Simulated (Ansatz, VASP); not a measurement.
Two plane-wave programs on Si

```
CELL_PARAMETERS angstrom
0.00000 2.70083 2.70083
2.70083 0.00000 2.70083
2.70083 2.70083 0.00000
ATOMIC_POSITIONS crystal
Si 0.50000 0.50000 0.50000
Si 0.75000 0.75000 0.75000
```

Alike in both runs: functional LDA; k mesh 12 × 12 × 12; no spin polarisation.

Ansatz relaxed the structure, and its values are those at the end. VASP's run is a single point on that final structure, the one shown.

|  | VASP | Ansatz |
| --- | --- | --- |
| version | VASP 6.6.1 | Ansatz 0.2.0 |
| potentials or method | VASP PAW LDA potentials, release 64 (Si), cutoff 520 eV | scalar-relativistic, plane waves, PAW |
| occupations | gaussian, width 0.01 eV | fixed |
| valence electrons in the cell | 8 | 8 |

Ansatz gave:

- gap on the k mesh at the Fermi level (eV): 0.44
- least direct gap on the mesh (eV): 2.53
- pressure (GPa): 0.0

Problem. Which values does VASP return?

Solution. gap on the k mesh at the Fermi level (eV): 0.44; least direct gap on the mesh (eV): 2.53; pressure (GPa): 0.1.

Ansatz warns that its potentials were made for another functional, while VASP's fit it. LDA's correlation is that of Perdew and Zunger in VASP and of Perdew and Wang (1992) in Ansatz.
